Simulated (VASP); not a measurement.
# GaP (F-43m) in VASP: further runs

The runs below take GaP through relaxation of cell and atoms, single point, with PBE.

Everything below comes from runs of VASP 6.6.1. Logs are shortened: lines on timing, memory, paths and dates and some standing lists are left out, and cuts for length are marked.

## Step 1: The cell of the first run

The structure is cubic, space group F-43m (No. 216). Conventional cell: a = 5.506 Å, b = 5.506 Å, c = 5.506 Å, α = 90.00°, β = 90.00°, γ = 90.00°. Ga (site symmetry -43m) has 4 P at 2.38 Å within 3.1 Å. Within 3.1 Å of P (site symmetry -43m) lie 4 Ga at 2.38 Å.

## Step 2: Relaxation of cell and atoms, PBE, target pressure 40 GPa, at which the enthalpy is minimised

INCAR

```
SYSTEM = GaP
  ALGO = Normal
  EDIFF = 1E-6
  EDIFFG = -0.001
  ENCUT = 600
  GGA = PE
  IBRION = 2
  ISIF = 3
  ISMEAR = 0
  LASPH = .True.
  LCHARG = .False.
  LREAL = .False.
  LWAVE = .False.
  NELM = 100
  NSW = 80
  PREC = Accurate
  PSTRESS = 400.0
  SIGMA = 0.01
```

KPOINTS

```
k-points
0
Gamma
  8 8 8
  0 0 0
```

POSCAR

```
GaP
1.0
    0.0000000000      2.7530369381      2.7530369381
    2.7530369381      0.0000000000      2.7530369381
    2.7530369381      2.7530369381      0.0000000000
Ga P
1 1
Direct
    0.0000000000      0.0000000000      0.0000000000
    0.7500000000      0.7500000000      0.7500000000
```

Potentials or basis: VASP PAW PBE potentials, release 64 (Ga_d, P).

Command:

```
$ cat potpaw_PBE.64/Ga_d/POTCAR potpaw_PBE.64/P/POTCAR > POTCAR
$ mpirun -np 1 vasp_std > vasp.out
```

OUTCAR:

```text
SYSTEM = GaP
   EDIFF = 1E-6
   EDIFFG = -0.001
   ENCUT = 600
   GGA = PE
   IBRION = 2
   ISIF = 3
   ISMEAR = 0
   LASPH = .True.
   LREAL = .False.
   NELM = 100
   NSW = 80
   PREC = Accurate
   PSTRESS = 400.0

 ion  position               nearest neighbor table
   1  0.000  0.000  0.000-   2 2.38   2 2.38   2 2.38   2 2.38
   2  0.750  0.750  0.750-   1 2.38   1 2.38   1 2.38   1 2.38

  LATTYP: Found a face centered cubic cell.
 ALAT       =     5.5060738762

  Lattice vectors:

 A1 = (   0.0000000000,   2.7530369381,   2.7530369381)
 A2 = (   2.7530369381,   0.0000000000,   2.7530369381)
 A3 = (   2.7530369381,   2.7530369381,   0.0000000000)

Analysis of symmetry for initial positions (statically):
=====================================================================
 Subroutine PRICEL returns:
 Original cell was already a primitive cell.

 Routine SETGRP: Setting up the symmetry group for a
 face centered cubic supercell.

 Subroutine GETGRP returns: Found 24 space group operations
 (whereof 24 operations were pure point group operations)
 out of a pool of 48 trial point group operations.

The static configuration has the point symmetry T_d .

Analysis of symmetry for dynamics (positions and initial velocities):
=====================================================================
 Subroutine PRICEL returns:
 Original cell was already a primitive cell.

 Routine SETGRP: Setting up the symmetry group for a
 face centered cubic supercell.

 Subroutine GETGRP returns: Found 24 space group operations
 (whereof 24 operations were pure point group operations)
 out of a pool of 48 trial point group operations.

The dynamic configuration has the point symmetry T_d .

 Subroutine INISYM returns: Found 24 space group operations
 (whereof 24 operations are pure point group operations),
 and found     1 'primitive' translations

----------------------------------------------------------------------------------------

                                     Primitive cell

  volume of cell :      41.7317

  direct lattice vectors                    reciprocal lattice vectors
     0.000000000  2.753036938  2.753036938    -0.181617614  0.181617614  0.181617614
     2.753036938  0.000000000  2.753036938     0.181617614 -0.181617614  0.181617614
     2.753036938  2.753036938  0.000000000     0.181617614  0.181617614 -0.181617614

  length of vectors
     3.893382176  3.893382176  3.893382176     0.314570935  0.314570935  0.314570935

  position of ions in fractional coordinates (direct lattice)
     0.000000000  0.000000000  0.000000000
     0.750000000  0.750000000  0.750000000

  ion indices of the primitive-cell ions
   primitive index   ion index
                 1           1
                 2           2

----------------------------------------------------------------------------------------

 KPOINTS: k-points

Automatic generation of k-mesh.
 Grid dimensions read from file:
 generate k-points for:    8    8    8

 Generating k-lattice:

  Cartesian coordinates                     Fractional coordinates (reciprocal lattice)
    -0.022702202  0.022702202  0.022702202     0.125000000  0.000000000  0.000000000
     0.022702202 -0.022702202  0.022702202     0.000000000  0.125000000  0.000000000
     0.022702202  0.022702202 -0.022702202     0.000000000  0.000000000  0.125000000

  Length of vectors
     0.039321367  0.039321367  0.039321367

  Shift w.r.t. Gamma in fractional coordinates (k-lattice)
     0.000000000  0.000000000  0.000000000

 Subroutine IBZKPT returns following result:
 ===========================================

 Found     29 irreducible k-points:

 Following reciprocal coordinates:
            Coordinates               Weight
  0.000000  0.000000  0.000000      1.000000
  0.125000  0.000000  0.000000      8.000000
  0.250000  0.000000  0.000000      8.000000
  0.375000  0.000000  0.000000      8.000000
  0.500000  0.000000  0.000000      4.000000
  0.125000  0.125000  0.000000      6.000000
[... 16 lines left out ...]
  0.500000  0.250000  0.125000     48.000000
 -0.375000  0.250000  0.125000     24.000000
 [... further k-points ...]
   k-points           NKPTS =     29   k-points in BZ     NKDIM =     29   number of bands    NBANDS=     13
   number of dos      NEDOS =    301   number of ions     NIONS =      2
   total plane-waves  NPLWV =  32768
   dimension x,y,z NGX =    32 NGY =   32 NGZ =   32
   dimension x,y,z NGXF=    64 NGYF=   64 NGZF=   64
   ions per type =               1   1
   NGX,Y,Z   is equivalent  to a cutoff of  13.66, 13.66, 13.66 a.u.
   NGXF,Y,Z  is equivalent  to a cutoff of  27.33, 27.33, 27.33 a.u.
 SYSTEM =  GaP
   PREC   = accura    normal or accurate (medium, high low for compatibility)
   ISTART =      0    job   : 0-new  1-cont  2-samecut
   ICHARG =      2    charge: 1-file 2-atom 10-const
   ISPIN  =      1    spin polarized calculation?
   LNONCOLLINEAR =      F non collinear calculations
   LSORBIT =      F    spin-orbit coupling
   LASPH  =      T    aspherical Exc in radial PAW
   ENCUT  =  600.0 eV  44.10 Ry    6.64 a.u.   7.78  7.78  7.78*2*pi/ulx,y,z
   NELM   =    100;   NELMIN=  2; NELMDL= -5     # of ELM steps
   EDIFF  = 0.1E-05   stopping-criterion for ELM
   LREAL  =      F    real-space projection
   EDIFFG = -.1E-02   stopping-criterion for IOM
   NSW    =     80    number of steps for IOM
   IBRION =      2    ionic relax: 0-MD 1-quasi-New 2-CG
   NFREE  =      1    steps in history (QN), initial steepest desc. (CG)
   ISIF   =      3    stress and relaxation
   ISYM   =      2    0-nonsym 1-usesym 2-fastsym
   POTIM  = 0.5000    time-step for ionic-motion
   TEBEG  =    0.0;   TEEND  =   0.0 temperature during run
   PSTRESS=  400.0 pullay stress
   NELECT =      18.0000    total number of electrons
   NUPDOWN=      -1.0000    fix difference up-down
   EMIN   =  10.00;   EMAX   =-10.00  energy-range for DOS
   EFERMI =   0.00;   METHOD = LEGACY
   ISMEAR =     0;   SIGMA  =   0.01  broadening in eV -4-tet -1-fermi 0-gaus
   EFERMI_NEDOS =   21; number of points for ismear=-14 and -15
   IALGO  =     38    algorithm
   IMIX   =      4    mixing-type and parameters
     AMIX     =   0.40;   BMIX     =  1.00
     AMIX_MAG =   1.60;   BMIX_MAG =  1.00
  volume/ion in A,a.u.               =      20.87       140.81
  Fermi-wavevector in a.u.,A,eV,Ry     =   1.236926  2.337451 20.816714  1.529985
  Thomas-Fermi vector in A             =   2.371514
   LORBIT       =      0    0 simple, 1 ext, 2 COOP (PROOUT), +10 PAW based schemes
   GGA     = PE    functional components
   LHFCALC =     F    Hartree Fock is set to
   AEXX    =    0.0000 exact exchange contribution
   IVDW    =     0    specifies the selected vdW correction
   LEPSILON=     F    determine dielectric tensor
   LRPA    =     F    only Hartree local field effects (RPA)
 conjugate gradient relaxation of ions
 non-spin polarized calculation
 Gauss-broadening in eV      SIGMA  =   0.01
  energy-cutoff  :      600.00
  volume of cell :       41.73
 maximum number of plane-waves:      1411
   NGX = 15   NGY = 15   NGZ = 15

--------------------------------------- Ionic step        1  -------------------------------------------

 number of electron      17.9999991 magnetization

 Free energy of the ion-electron system (eV)
  ---------------------------------------------------
  ext. energy  EPLUGINS =         0.00000000
  ---------------------------------------------------
  free energy    TOTEN  =        -9.12547930 eV

  energy without entropy =       -9.12547930  energy(sigma->0) =       -9.12547930

 E-fermi :   4.4455     XC(G=0):  -9.6950

 val. band max:        4.3464438594   @ k =   0.0000   0.0000   0.0000
 cond. band min:       5.9220789743   @ k =   0.0000   0.0000   0.0000
 fundamental gap:      1.5756351149
 Fermi energy:         4.4455436936

 k-point     1 :       0.0000    0.0000    0.0000
  band No.  band energies     occupation
      1     -10.1569      2.00000
      2     -10.1569      2.00000
      3     -10.1569      2.00000
      4     -10.0662      2.00000
      5     -10.0662      2.00000
      6      -7.9204      2.00000
      7       4.3464      2.00000
      8       4.3464      2.00000
      9       4.3464      2.00000
     10       5.9221      0.00000
     11       8.2424      0.00000
     12       8.2424      0.00000
     13       8.2424      0.00000
[... 859 lines left out ...]
 POSITION                                       TOTAL-FORCE (eV/Angst)
 -----------------------------------------------------------------------------------
      0.00000      0.00000      0.00000        -0.000000     -0.000000     -0.000000
      3.83150      3.83150      3.83150         0.000000      0.000000      0.000000
 -----------------------------------------------------------------------------------
    total drift:                               -0.000001     -0.000001     -0.000001

  FREE ENERGIE OF THE ION-ELECTRON SYSTEM (eV)
  ---------------------------------------------------
  free  energy   TOTEN  =        -8.5231871447 eV

  energy  without entropy=       -8.5231871447  energy(sigma->0) =       -8.52318714

  enthalpy is  TOTEN    =        -0.2014542512 eV   P V=        8.3217328935

[... ionic steps 4 to 17 ...]

--------------------------------------- Ionic step       18  -------------------------------------------

 number of electron      17.9999997 magnetization

------------------------ aborting loop because EDIFF is reached ----------------------------------------

  FORCE on cell =-STRESS in cart. coord.  units (eV):
  Direction    XX          YY          ZZ          XY          YZ          ZX
  --------------------------------------------------------------------------------------
  -------------------------------------------------------------------------------------
  Total        7.8425426      7.8425426      7.8425426     -0.0000000      0.0000000     -0.0000000
  in kB      399.3150542    399.3150542    399.3150542     -0.0000000      0.0000000     -0.0000000
  external PRESSURE =      -0.6849458 kB  Pullay stress =     400.0000000 kB

 VOLUME and BASIS-vectors are now :
 -----------------------------------------------------------------------------
  energy-cutoff  :      600.00
  volume of cell :       31.47
      direct lattice vectors                 reciprocal lattice vectors
     0.000000000  2.505766491  2.505766491    -0.199539742  0.199539742  0.199539742
     2.505766491 -0.000000000  2.505766491     0.199539742 -0.199539742  0.199539742
     2.505766491  2.505766491  0.000000000     0.199539742  0.199539742 -0.199539742
[... 46 lines left out ...]
  FREE ENERGIE OF THE ION-ELECTRON SYSTEM (eV)
  ---------------------------------------------------
  free  energy   TOTEN  =        -8.1288966105 eV

  energy  without entropy=       -8.1288966105  energy(sigma->0) =       -8.12889661

  enthalpy is  TOTEN    =        -0.2738582510 eV   P V=        7.8550383595

--------------------------------------- Ionic step       20  -------------------------------------------

 number of electron      17.9999997 magnetization

 Free energy of the ion-electron system (eV)
  ---------------------------------------------------
  ext. energy  EPLUGINS =         0.00000000
  ---------------------------------------------------
  free energy    TOTEN  =        -8.12931269 eV

  energy without entropy =       -8.12931269  energy(sigma->0) =       -8.12931269

 E-fermi :   7.7243     XC(G=0): -11.0307

 val. band max:        7.6204065780   @ k =   0.0000   0.0000   0.0000
 cond. band min:       8.6221800689   @ k =   0.5000   0.5000   0.0000
 fundamental gap:      1.0017734909
 Fermi energy:         7.7242842038

 k-point     1 :       0.0000    0.0000    0.0000
  band No.  band energies     occupation
      1      -7.6531      2.00000
      2      -7.6531      2.00000
      3      -7.6531      2.00000
      4      -7.4489      2.00000
      5      -7.4489      2.00000
      6      -7.0855      2.00000
      7       7.6204      2.00000
      8       7.6204      2.00000
      9       7.6204      2.00000
     10      11.3102      0.00000
     11      11.3102      0.00000
     12      11.3102      0.00000
     13      11.6123      0.00000
[... 390 lines left out ...]
 POSITION                                       TOTAL-FORCE (eV/Angst)
 -----------------------------------------------------------------------------------
      0.00000      0.00000      0.00000        -0.000000     -0.000000     -0.000000
      3.75856      3.75856      3.75856         0.000000      0.000000      0.000000
 -----------------------------------------------------------------------------------
    total drift:                               -0.000001     -0.000001     -0.000001

  FREE ENERGIE OF THE ION-ELECTRON SYSTEM (eV)
  ---------------------------------------------------
  free  energy   TOTEN  =        -8.1293126853 eV

  energy  without entropy=       -8.1293126853  energy(sigma->0) =       -8.12931269

  enthalpy is  TOTEN    =        -0.2738581709 eV   P V=        7.8554545144

 reached required accuracy - stopping structural energy minimisation
```

Wall time 77 s (1 thread of Intel Xeon 6975P-C (Granite Rapids), shared host); peak memory 0.2 GiB.

What came out:

| Item | Value |
| --- | --- |
| Free energy | -8.1293 eV |
| Relaxed volume | 15.73 Å³/atom |
| Relaxed cell | a = 3.544 Å, b = 3.544 Å, c = 3.544 Å, α = 60.00°, β = 60.00°, γ = 60.00° |
| Space group after relaxing (to 0.05 Å) | F-43m (No. 216) |
| Energy change on relaxing (the enthalpy is what falls) | +498.1 meV/atom |
| Ionic steps | 20 |
| Pressure after relaxing | 40.0 GPa |
| Band gap on the k mesh | 1.00 eV, indirect (least direct gap 3.69 eV) |

The path:
| step | energy change (eV) | largest force (eV/Å) | pressure (GPa) | volume (Å³) |
| --- | --- | --- | --- | --- |
| 1 | 0.0000 | 0.0000 | -0.07 | 41.73 |
| 2 | 14.7467 | 0.0000 | 406.75 | 17.48 |
| 3 | 0.6023 | 0.0000 | 28.16 | 33.33 |
| 4 | 0.8196 | 0.0000 | 34.81 | 32.22 |
| 5 | 1.0020 | 0.0000 | 40.15 | 31.44 |
| 6 | 0.9559 | 0.0000 | 38.82 | 31.63 |
| 7 | 0.9584 | 0.0000 | 38.92 | 31.62 |
| 8 | 0.9660 | 0.0000 | 39.16 | 31.59 |
| 9 | 0.9662 | 0.0000 | 39.11 | 31.59 |
| 10 | 0.9666 | 0.0000 | 39.11 | 31.58 |
| 11 | 0.9673 | 0.0000 | 39.20 | 31.58 |
| 12 | 0.9689 | 0.0000 | 39.20 | 31.57 |
| 13 | 0.9720 | 0.0000 | 39.32 | 31.56 |
| 14 | 0.9783 | 0.0000 | 39.51 | 31.54 |
| 15 | 0.9910 | 0.0000 | 39.93 | 31.49 |
| 16 | 0.9932 | 0.0000 | 39.91 | 31.48 |
| 17 | 0.9977 | 0.0000 | 40.08 | 31.46 |
| 18 | 0.9956 | 0.0000 | 39.93 | 31.47 |
| 19 | 0.9966 | 0.0000 | 40.06 | 31.46 |
| 20 | 0.9962 | 0.0000 | 39.99 | 31.46 |

Final structure:
```cif
data_structure
_symmetry_space_group_name_H-M 'P 1'
_symmetry_Int_Tables_number 1
_cell_length_a 3.5436
_cell_length_b 3.5436
_cell_length_c 3.5436
_cell_angle_alpha 60.000
_cell_angle_beta 60.000
_cell_angle_gamma 60.000
_cell_volume 31.46
loop_
_atom_site_label
_atom_site_type_symbol
_atom_site_fract_x
_atom_site_fract_y
_atom_site_fract_z
_atom_site_occupancy
Ga1 Ga 0.00000 0.00000 0.00000 1
P1 P 0.75000 0.75000 0.75000 1
```

Levels at points of the mesh, in eV from the valence-band top:
| k point | band 5 | band 6 | band 7 | band 8 | band 9 | band 10 | band 11 | band 12 | band 13 |
| --- | --- | --- | --- | --- | --- | --- | --- | --- | --- |
| (0.00, 0.00, 0.00) | -15.07 | -14.71 | 0.00 | 0.00 | 0.00 | 3.69 | 3.69 | 3.69 | 3.99 |
| (0.50, 0.00, 0.00) | -15.05 | -11.66 | -8.36 | -1.55 | -1.55 | 2.43 | 4.50 | 4.50 | 8.54 |
| (0.50, 0.50, 0.00) | -15.02 | -10.42 | -8.14 | -3.71 | -3.71 | 1.00 | 1.37 | 12.40 | 12.40 |

Caveat: the cell is relaxed towards a set pressure, so the enthalpy falls and the energy may rise; the volume moved by over 15 % at a fixed basis, so the end points are rough. A k mesh can miss the band edges.

(Part 1 of 2 ends here.)
